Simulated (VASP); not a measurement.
# La (Fd-3m) in VASP: a series of runs, part 2 of 2

VASP 6.6.1. Earlier steps stand in the parts before.

### 4 Single point, PBE

This run uses another cell than the first one, of 61.32 Å³/atom, 1.105 times its volume.

Input file INCAR:

```
SYSTEM = La
  ALGO = Normal
  EDIFF = 1E-6
  ENCUT = 520
  GGA = PE
  ISIF = 2
  ISMEAR = 0
  LASPH = .True.
  LCHARG = .True.
  LELF = .True.
  LREAL = .False.
  LVHAR = .True.
  LWAVE = .False.
  NBANDS = 30
  NELM = 100
  PREC = Accurate
  SIGMA = 0.1
```

Input file KPOINTS:

```
k-points
0
Gamma
  4 4 4
  0 0 0
```

Input file POSCAR:

```
La
1.0
    0.0000000000      4.9682471700      4.9682471700
    4.9682471700      0.0000000000      4.9682471700
    4.9682471700      4.9682471700      0.0000000000
La
4
Direct
    0.6250000000      0.6250000000      0.6250000000
    0.6250000000      0.6250000000      0.1250000000
    0.6250000000      0.1250000000      0.6250000000
    0.1250000000      0.6250000000      0.6250000000
```

Potentials or basis: VASP PAW PBE potentials, release 64 (La).

Launch:

```
> cat potpaw_PBE.64/La/POTCAR > POTCAR
> mpirun -np 1 vasp_std > vasp.out
```

OUTCAR:

```text
SYSTEM = La
   EDIFF = 1E-6
   ENCUT = 520
   GGA = PE
   ISIF = 2
   ISMEAR = 0
   LASPH = .True.
   LREAL = .False.
   NELM = 100
   PREC = Accurate

 ion  position               nearest neighbor table
   1  0.625  0.625  0.625-   2 3.51   3 3.51   4 3.51   2 3.51   3 3.51   4 3.51
   2  0.625  0.625  0.125-   1 3.51   1 3.51   3 3.51   4 3.51   3 3.51   4 3.51
   3  0.625  0.125  0.625-   1 3.51   2 3.51   1 3.51   2 3.51   4 3.51   4 3.51
   4  0.125  0.625  0.625-   1 3.51   2 3.51   3 3.51   1 3.51   2 3.51   3 3.51

  LATTYP: Found a face centered cubic cell.
 ALAT       =     9.9364943400

  Lattice vectors:

 A1 = (   0.0000000000,   4.9682471700,   4.9682471700)
 A2 = (   4.9682471700,   0.0000000000,   4.9682471700)
 A3 = (   4.9682471700,   4.9682471700,   0.0000000000)

Analysis of symmetry for initial positions (statically):
=====================================================================
 Subroutine PRICEL returns:
 Original cell was already a primitive cell.

 Routine SETGRP: Setting up the symmetry group for a
 face centered cubic supercell.

[... 153 lines left out ...]

  energy without entropy =      -14.59711773  energy(sigma->0) =      -14.61831198

 E-fermi :   3.5926     XC(G=0):  -7.3208

 val. band max:        3.5790643762   @ k =   0.0000   0.0000   0.0000
 cond. band min:       3.6387417838   @ k =   0.5000   0.5000   0.0000
 fundamental gap:      0.0596774076
 Fermi energy:         3.5925571509

 k-point     1 :       0.0000    0.0000    0.0000
  band No.  band energies     occupation
      1     -29.7008      2.00000
      2     -29.4441      2.00000
      3     -29.4441      2.00000
      4     -29.4441      2.00000
      5     -14.3694      2.00000
      6     -13.7706      2.00000
[... 253 lines left out ...]
     29       4.5893      0.00000
     30       4.6172      0.00000

------------------------ aborting loop because EDIFF is reached ----------------------------------------

  FORCE on cell =-STRESS in cart. coord.  units (eV):
  Direction    XX          YY          ZZ          XY          YZ          ZX
  --------------------------------------------------------------------------------------
  -------------------------------------------------------------------------------------
  Total       -1.3343263     -1.3343263     -1.3343263      0.0000000     -0.0000000      0.0000000
  in kB       -8.7163176     -8.7163176     -8.7163176      0.0000000     -0.0000000      0.0000000
  external PRESSURE =      -8.7163176 kB  Pullay stress =       0.0000000 kB

 VOLUME and BASIS-vectors are now :
 -----------------------------------------------------------------------------
  energy-cutoff  :      520.00
  volume of cell :      245.27
      direct lattice vectors                 reciprocal lattice vectors
     0.000000000  4.968247170  4.968247170    -0.100639115  0.100639115  0.100639115
     4.968247170  0.000000000  4.968247170     0.100639115 -0.100639115  0.100639115
     4.968247170  4.968247170  0.000000000     0.100639115  0.100639115 -0.100639115

 POSITION                                       TOTAL-FORCE (eV/Angst)
 -----------------------------------------------------------------------------------
      6.21031      6.21031      6.21031         0.000000     -0.000000     -0.000000
      3.72619      3.72619      6.21031         0.000000      0.000000      0.000000
      3.72619      6.21031      3.72619        -0.000000      0.000000     -0.000000
      6.21031      3.72619      3.72619        -0.000000      0.000000     -0.000000
 -----------------------------------------------------------------------------------
    total drift:                               -0.000000     -0.000000      0.000000

  FREE ENERGIE OF THE ION-ELECTRON SYSTEM (eV)
  ---------------------------------------------------
  free  energy   TOTEN  =       -14.6395062188 eV

  energy  without entropy=      -14.5971177333  energy(sigma->0) =      -14.61831198
```

OSZICAR:

```text
N       E                     dE             d eps       ncg     rms          rms(c)
DAV:   1     0.631996762916E+03    0.63200E+03   -0.15076E+04   480   0.174E+03
DAV:   2     0.168152156723E+03   -0.46384E+03   -0.44916E+03   672   0.355E+02
DAV:   3     0.875526489339E+01   -0.15940E+03   -0.15741E+03   736   0.249E+02
DAV:   4    -0.123406065385E+02   -0.21096E+02   -0.20435E+02   884   0.985E+01
DAV:   5    -0.164653130899E+02   -0.41247E+01   -0.39786E+01   936   0.439E+01    0.723E+00
DAV:   6    -0.143943330246E+02    0.20710E+01   -0.22095E+01   960   0.296E+01    0.465E+00
DAV:   7    -0.145733614205E+02   -0.17903E+00   -0.48751E+00   936   0.149E+01    0.157E+00
DAV:   8    -0.146219380135E+02   -0.48577E-01   -0.79237E-01   912   0.602E+00    0.487E-01
DAV:   9    -0.146356829239E+02   -0.13745E-01   -0.14638E-01   944   0.243E+00    0.193E-01
DAV:  10    -0.146387528664E+02   -0.30699E-02   -0.28586E-02   952   0.105E+00    0.975E-02
DAV:  11    -0.146393789949E+02   -0.62613E-03   -0.56811E-03   944   0.425E-01    0.220E-02
DAV:  12    -0.146394712429E+02   -0.92248E-04   -0.11849E-03   888   0.178E-01    0.834E-03
DAV:  13    -0.146394989751E+02   -0.27732E-04   -0.25707E-04   768   0.756E-02    0.522E-03
DAV:  14    -0.146395047660E+02   -0.57909E-05   -0.54230E-05   704   0.419E-02    0.163E-03
DAV:  15    -0.146395059929E+02   -0.12269E-05   -0.10834E-05   544   0.216E-02    0.517E-04
DAV:  16    -0.146395062188E+02   -0.22592E-06   -0.23340E-06   504   0.161E-02
   1 F= -.14639506E+02 E0= -.14618312E+02  d E =-.423885E-01
```

It took 63 s on 1 thread of Intel Xeon 6975P-C (Granite Rapids), shared host; peak memory 0.38 GiB.

What came out:

```yaml
Free_energy: -14.6395 eV
Pressure: -0.9 GPa
Band_gap_on_the_k_mesh: zero (band 22 reaches 3.66 eV, above the bottom of band 23 at 3.38 eV)
```

Levels at points of the mesh, in eV from the Fermi level:
```csv
k point,band 19,band 20,band 21,band 22,band 23,band 24,band 25,band 26
"(0.00, 0.00, 0.00)",-1.02,-1.02,-1.02,-0.21,-0.21,-0.21,-0.01,-0.01
"(0.50, 0.00, 0.00)",-0.45,-0.45,-0.38,-0.37,0.45,0.45,0.62,0.62
"(0.50, 0.50, 0.00)",-0.17,-0.17,0.05,0.05,0.22,0.22,0.71,0.71
```

Caveat: spin-orbit coupling is left out, which moves the levels of the heavy elements.

### 5 The runs side by side

| task | cell | k mesh | cutoff (eV) | gap on the mesh (eV) | pressure (GPa) |
| --- | --- | --- | --- | --- | --- |
| single point | a = 6.796 Å, angles 60.0°, 4 atoms | 8 × 8 × 8 | 520 | none | 0.0 |
| relaxation of cell and atoms | relaxed from a = 6.820 Å, angles 60.0°, 4 atoms | 8 × 8 × 8 | 600 | - | 0.0 |
| single point | a = 7.026 Å, angles 60.0°, 4 atoms | 4 × 4 × 4 | 520 | none | -0.9 |

Alike in all rows: level PBE; potentials or basis VASP PAW PBE potentials, release 64 (La); no spin polarisation; smearing gaussian 0.1 eV.

Caveats: spin-orbit coupling is left out, which moves the levels of the heavy elements; the bands computed are all filled at some k points, so no gap is given (some runs).

Total energies depend on the potentials used, so only differences within one code and one set of settings carry meaning.
